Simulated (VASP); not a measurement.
# Ta (Fd-3m) in VASP: further runs

Ta is run at these levels: LDA; tasks: single point.

Program: VASP 6.6.1. These are calculated values, not measurements. Logs are shortened: lines on timing, memory, paths and dates and some standing lists are left out, and cuts for length are marked.

## Step 1: The cell of the first run

The structure is cubic, space group Fd-3m (No. 227). Conventional cell: a = 5.571 Å, b = 5.571 Å, c = 5.571 Å, α = 90.00°, β = 90.00°, γ = 90.00°. Ta (site symmetry -43m) has 4 Ta at 2.41 Å within 3.2 Å.

## Step 2: Single point, LDA

INCAR reads:

```
SYSTEM = Ta
ALGO = Normal ; EDIFF = 1E-6
ENCUT = 520 ; ISIF = 2
ISMEAR = -1 ; LASPH = .True.
LCHARG = .False. ; LREAL = .False.
LWAVE = .False. ; NBANDS = 18
NELM = 80 ; PREC = Accurate
SIGMA = 0.08
```

KPOINTS reads:

```
k-points
0
Gamma
  12 12 12
  0 0 0
```

POSCAR reads:

```
Ta
1.0
    0.0000000000      2.7855492615      2.7855492615
    2.7855492615      0.0000000000      2.7855492615
    2.7855492615      2.7855492615      0.0000000000
Ta
2
Direct
   -0.1250000000     -0.1250000000     -0.1250000000
    0.1250000000      0.1250000000      0.1250000000
```

Potentials or basis: VASP PAW LDA potentials, release 64 (Ta_pv).

On the command line:

```bash
> cat potpaw_LDA.64/Ta_pv/POTCAR > POTCAR
> mpirun -np 1 vasp_std > vasp.out
```

OUTCAR:

```text
SYSTEM = Ta
   EDIFF = 1E-6
   ENCUT = 520
   ISIF = 2
   ISMEAR = -1
   LASPH = .True.
   LREAL = .False.
   NELM = 80
   PREC = Accurate

 ion  position               nearest neighbor table
   1  0.875  0.875  0.875-   2 2.41   2 2.41   2 2.41   2 2.41
   2  0.125  0.125  0.125-   1 2.41   1 2.41   1 2.41   1 2.41

  LATTYP: Found a face centered cubic cell.
 ALAT       =     5.5710985230

  Lattice vectors:

 A1 = (   0.0000000000,   2.7855492615,   2.7855492615)
 A2 = (   2.7855492615,   0.0000000000,   2.7855492615)
 A3 = (   2.7855492615,   2.7855492615,   0.0000000000)

Analysis of symmetry for initial positions (statically):
=====================================================================
 Subroutine PRICEL returns:
 Original cell was already a primitive cell.

 Routine SETGRP: Setting up the symmetry group for a
 face centered cubic supercell.

 Subroutine GETGRP returns: Found 48 space group operations
 (whereof 12 operations were pure point group operations)
 out of a pool of 48 trial point group operations.

The static configuration has the point symmetry D_3d.
 The point group associated with its full space group is O_h .

Analysis of symmetry for dynamics (positions and initial velocities):
=====================================================================
 Subroutine PRICEL returns:
 Original cell was already a primitive cell.

 Routine SETGRP: Setting up the symmetry group for a
 face centered cubic supercell.

 Subroutine GETGRP returns: Found 48 space group operations
 (whereof 12 operations were pure point group operations)
 out of a pool of 48 trial point group operations.

The dynamic configuration has the point symmetry D_3d.
 The point group associated with its full space group is O_h .

 Subroutine INISYM returns: Found 48 space group operations
 (whereof 12 operations are pure point group operations),
 and found     1 'primitive' translations

----------------------------------------------------------------------------------------

                                     Primitive cell

  volume of cell :      43.2277

  direct lattice vectors                    reciprocal lattice vectors
     0.000000000  2.785549261  2.785549261    -0.179497813  0.179497813  0.179497813
     2.785549261  0.000000000  2.785549261     0.179497813 -0.179497813  0.179497813
     2.785549261  2.785549261  0.000000000     0.179497813  0.179497813 -0.179497813

  length of vectors
     3.939361544  3.939361544  3.939361544     0.310899332  0.310899332  0.310899332

  position of ions in fractional coordinates (direct lattice)
     0.875000000  0.875000000  0.875000000
     0.125000000  0.125000000  0.125000000

  ion indices of the primitive-cell ions
   primitive index   ion index
                 1           1
                 2           2

----------------------------------------------------------------------------------------

 KPOINTS: k-points

Automatic generation of k-mesh.
 Grid dimensions read from file:
 generate k-points for:   12   12   12

 Generating k-lattice:

  Cartesian coordinates                     Fractional coordinates (reciprocal lattice)
    -0.014958151  0.014958151  0.014958151     0.083333333  0.000000000  0.000000000
     0.014958151 -0.014958151  0.014958151     0.000000000  0.083333333  0.000000000
     0.014958151  0.014958151 -0.014958151     0.000000000  0.000000000  0.083333333

  Length of vectors
     0.025908278  0.025908278  0.025908278

  Shift w.r.t. Gamma in fractional coordinates (k-lattice)
     0.000000000  0.000000000  0.000000000

 Subroutine IBZKPT returns following result:
 ===========================================

 Found     72 irreducible k-points:

 Following reciprocal coordinates:
            Coordinates               Weight
  0.000000  0.000000  0.000000      1.000000
  0.083333  0.000000  0.000000      8.000000
  0.166667  0.000000  0.000000      8.000000
  0.250000  0.000000  0.000000      8.000000
  0.333333  0.000000  0.000000      8.000000
  0.416667  0.000000  0.000000      8.000000
[... 16 lines left out ...]
  0.500000  0.166667  0.000000     24.000000
 -0.416667  0.166667  0.000000     24.000000
 [... further k-points ...]
   k-points           NKPTS =     72   k-points in BZ     NKDIM =     72   number of bands    NBANDS=     18
   number of dos      NEDOS =    301   number of ions     NIONS =      2
   total plane-waves  NPLWV =  27000
   dimension x,y,z NGX =    30 NGY =   30 NGZ =   30
   dimension x,y,z NGXF=    60 NGYF=   60 NGZF=   60
   ions per type =               2
   NGX,Y,Z   is equivalent  to a cutoff of  12.66, 12.66, 12.66 a.u.
   NGXF,Y,Z  is equivalent  to a cutoff of  25.32, 25.32, 25.32 a.u.
 SYSTEM =  Ta
   PREC   = accura    normal or accurate (medium, high low for compatibility)
   ISTART =      0    job   : 0-new  1-cont  2-samecut
   ICHARG =      2    charge: 1-file 2-atom 10-const
   ISPIN  =      1    spin polarized calculation?
   LNONCOLLINEAR =      F non collinear calculations
   LSORBIT =      F    spin-orbit coupling
   LASPH  =      T    aspherical Exc in radial PAW
   ENCUT  =  520.0 eV  38.22 Ry    6.18 a.u.   7.32  7.32  7.32*2*pi/ulx,y,z
   NELM   =     80;   NELMIN=  2; NELMDL= -5     # of ELM steps
   EDIFF  = 0.1E-05   stopping-criterion for ELM
   LREAL  =      F    real-space projection
   EDIFFG = 0.1E-04   stopping-criterion for IOM
   NSW    =      0    number of steps for IOM
   IBRION =     -1    ionic relax: 0-MD 1-quasi-New 2-CG
   NFREE  =      0    steps in history (QN), initial steepest desc. (CG)
   ISIF   =      2    stress and relaxation
   ISYM   =      2    0-nonsym 1-usesym 2-fastsym
   POTIM  = 0.5000    time-step for ionic-motion
   TEBEG  =    0.0;   TEEND  =   0.0 temperature during run
   PSTRESS=    0.0 pullay stress
   NELECT =      22.0000    total number of electrons
   NUPDOWN=      -1.0000    fix difference up-down
   EMIN   =  10.00;   EMAX   =-10.00  energy-range for DOS
   EFERMI =   0.00;   METHOD = LEGACY
   ISMEAR =    -1;   SIGMA  =   0.08  broadening in eV -4-tet -1-fermi 0-gaus
   EFERMI_NEDOS =   21; number of points for ismear=-14 and -15
   IALGO  =     38    algorithm
   IMIX   =      4    mixing-type and parameters
     AMIX     =   0.40;   BMIX     =  1.00
     AMIX_MAG =   1.60;   BMIX_MAG =  1.00
  volume/ion in A,a.u.               =      21.61       145.86
  Fermi-wavevector in a.u.,A,eV,Ry     =   1.307058  2.469982 23.244204  1.708401
  Thomas-Fermi vector in A             =   2.437818
   LORBIT       =      0    0 simple, 1 ext, 2 COOP (PROOUT), +10 PAW based schemes
   GGA     = CA    functional components
   LHFCALC =     F    Hartree Fock is set to
   AEXX    =    0.0000 exact exchange contribution
   IVDW    =     0    specifies the selected vdW correction
   LEPSILON=     F    determine dielectric tensor
   LRPA    =     F    only Hartree local field effects (RPA)
 non-spin polarized calculation
  energy-cutoff  :      520.00
  volume of cell :       43.23
 maximum number of plane-waves:      1211
 NGX is ok and might be reduce to    30
   NGX = 15   NGY = 15   NGZ = 15

 number of electron      22.0000002 magnetization

 Free energy of the ion-electron system (eV)
  ---------------------------------------------------
  ext. energy  EPLUGINS =         0.00000000
  ---------------------------------------------------
  free energy    TOTEN  =       -19.18120482 eV

  energy without entropy =      -19.11266874  energy(sigma->0) =      -19.14693678

 E-fermi :   3.7295     XC(G=0): -11.4602

 val. band max:        3.7200021992   @ k =   0.5000   0.3333   0.0833
 cond. band min:       3.7438896957   @ k =  -0.4167   0.1667   0.0000
 fundamental gap:      0.0238874965
 Fermi energy:         3.7294551573

 k-point     1 :       0.0000    0.0000    0.0000
  band No.  band energies     occupation
      1     -30.5090      2.00000
      2     -30.5090      2.00000
      3     -30.5090      2.00000
      4     -28.8899      2.00000
      5     -28.8899      2.00000
      6     -28.8899      2.00000
[... 10 lines left out ...]
     17      11.3628      0.00000
     18      14.6804      0.00000

 k-point     2 :       0.0833    0.0000    0.0000
  band No.  band energies     occupation
      1     -30.5235      2.00000
      2     -30.5235      2.00000
      3     -30.5097      2.00000
      4     -28.8903      2.00000
      5     -28.8732      2.00000
      6     -28.8732      2.00000
[... 10 lines left out ...]
     17      11.3218      0.00000
     18      14.4705      0.00000

 k-point     3 :       0.1667    0.0000    0.0000
  band No.  band energies     occupation
      1     -30.5618      2.00000
      2     -30.5618      2.00000
      3     -30.5125      2.00000
      4     -28.8905      2.00000
      5     -28.8290      2.00000
      6     -28.8290      2.00000
[... 10 lines left out ...]
     17      11.1924      0.00000
     18      14.2727      0.00000

 k-point     4 :       0.2500    0.0000    0.0000
  band No.  band energies     occupation
      1     -30.6112      2.00000
      2     -30.6112      2.00000
      3     -30.5178      2.00000
      4     -28.8887      2.00000
      5     -28.7717      2.00000
      6     -28.7717      2.00000
[... 375 lines left out ...]
      4     -29.1242      2.00000
      5     -28.6132      2.00000
      6     -28.5713      2.00000
[... 10 lines left out ...]
     17      10.8599      0.00000
     18      11.3878      0.00000

 k-point    23 :       0.5000    0.1667    0.0000
  band No.  band energies     occupation
      1     -30.8406      2.00000
      2     -30.7542      2.00000
      3     -30.2834      2.00000
      4     -29.1314      2.00000
      5     -28.6041      2.00000
      6     -28.5275      2.00000
[... 10 lines left out ...]
     17      10.0448      0.00000
     18      10.1739      0.00000

 k-point    24 :      -0.4167    0.1667    0.0000
  band No.  band energies     occupation
      1     -30.8566      2.00000
      2     -30.7381      2.00000
      3     -30.2930      2.00000
      4     -29.1183      2.00000
      5     -28.6227      2.00000
      6     -28.5116      2.00000
[... 10 lines left out ...]
     17      10.0370      0.00000
     18      10.4691      0.00000

 [... further k-points ...]
[... 5 lines left out ...]
  --------------------------------------------------------------------------------------
  -------------------------------------------------------------------------------------
  Total        5.8797660      5.8797660      5.8797660      0.0000000     -0.0000000      0.0000000
  in kB      217.9255240    217.9255240    217.9255240      0.0000000     -0.0000000      0.0000000
  external PRESSURE =     217.9255240 kB  Pullay stress =       0.0000000 kB

 VOLUME and BASIS-vectors are now :
 -----------------------------------------------------------------------------
  energy-cutoff  :      520.00
  volume of cell :       43.23
      direct lattice vectors                 reciprocal lattice vectors
     0.000000000  2.785549261  2.785549261    -0.179497813  0.179497813  0.179497813
     2.785549261  0.000000000  2.785549261     0.179497813 -0.179497813  0.179497813
     2.785549261  2.785549261  0.000000000     0.179497813  0.179497813 -0.179497813

 POSITION                                       TOTAL-FORCE (eV/Angst)
 -----------------------------------------------------------------------------------
      4.87471      4.87471      4.87471        -0.000000     -0.000000     -0.000000
      0.69639      0.69639      0.69639         0.000000      0.000000      0.000000
 -----------------------------------------------------------------------------------
    total drift:                               -0.000000      0.000000      0.000000

  FREE ENERGIE OF THE ION-ELECTRON SYSTEM (eV)
  ---------------------------------------------------
  free  energy   TOTEN  =       -19.1812048200 eV

  energy  without entropy=      -19.1126687365  energy(sigma->0) =      -19.14693678
```

Wall time 50 s (1 thread of Intel Xeon Platinum 8488C (Sapphire Rapids), shared host); peak memory 0.17 GiB.

What came out:

| Quantity | Value |
| --- | --- |
| Free energy | -19.1812 eV |
| Pressure | 21.8 GPa |
| Band gap on the k mesh | zero (band 11 reaches 4.25 eV, above the bottom of band 12 at 2.96 eV) |

Levels at points of the mesh, in eV from the Fermi level:
```
           k point  band 8  band 9  band 10  band 11  band 12  band 13  band 14  band 15
(0.00, 0.00, 0.00)   -1.92   -1.92    -0.42    -0.42    -0.42     2.50     2.50     2.50
(0.50, 0.00, 0.00)   -2.13   -1.70    -1.70    -0.77    -0.77     0.55     4.18     4.18
(0.50, 0.50, 0.00)   -3.17   -0.67    -0.67    -0.28    -0.28     1.79     1.79     5.65
```

Caveat: spin-orbit coupling is left out, which moves the levels of the heavy elements.

## Step 3: Single point, LDA

This run uses another cell than the first one, of 21.55 Å³/atom, 0.997 times its volume.

INCAR reads:

```
SYSTEM = Ta
  ALGO = Normal
  EDIFF = 1E-7
  ENCUT = 520
  GGA = CA
  ISIF = 2
  ISMEAR = -1
  LASPH = .TRUE.
  LCHARG = .FALSE.
  LREAL = .FALSE.
  LWAVE = .FALSE.
  NBANDS = 18
  NELM = 100
  PREC = Accurate
  SIGMA = 0.08
```

KPOINTS reads:

```
k-points
0
G
  12 12 12
  0 0 0
```

POSCAR reads:

```
Ta
1.0
    0.0000000000      2.7829841579      2.7829841579
    2.7829841579      0.0000000000      2.7829841579
    2.7829841579      2.7829841579      0.0000000000
Ta
2
Direct
   -0.1250000000     -0.1250000000     -0.1250000000
    0.1250000000      0.1250000000      0.1250000000
```

Potentials or basis: VASP PAW LDA potentials, release 64 (Ta_pv).

On the command line:

```bash
> cat potpaw_LDA.64/Ta_pv/POTCAR > POTCAR
> mpirun -np 1 vasp_std > vasp.out
```

It took 61 s on 1 thread of Intel Xeon Platinum 8488C (Sapphire Rapids), shared host; peak memory 0.17 GiB.

Results (log left out):

| Quantity | Value |
| --- | --- |
| Free energy | -19.1648 eV |
| Pressure | 22.2 GPa |
| Band gap on the k mesh | zero (band 11 reaches 4.28 eV, above the bottom of band 12 at 2.98 eV) |

Levels at points of the mesh, in eV from the Fermi level:
```tsv
k point	band 9	band 10	band 11	band 12	band 13	band 14
(0.00, 0.00, 0.00)	-1.93	-0.42	-0.42	-0.42	2.51	2.51
(0.50, 0.00, 0.00)	-1.71	-1.71	-0.77	-0.77	0.55	4.19
(0.50, 0.50, 0.00)	-0.67	-0.67	-0.27	-0.27	1.79	1.79
```

Caveat: spin-orbit coupling is left out, which moves the levels of the heavy elements.
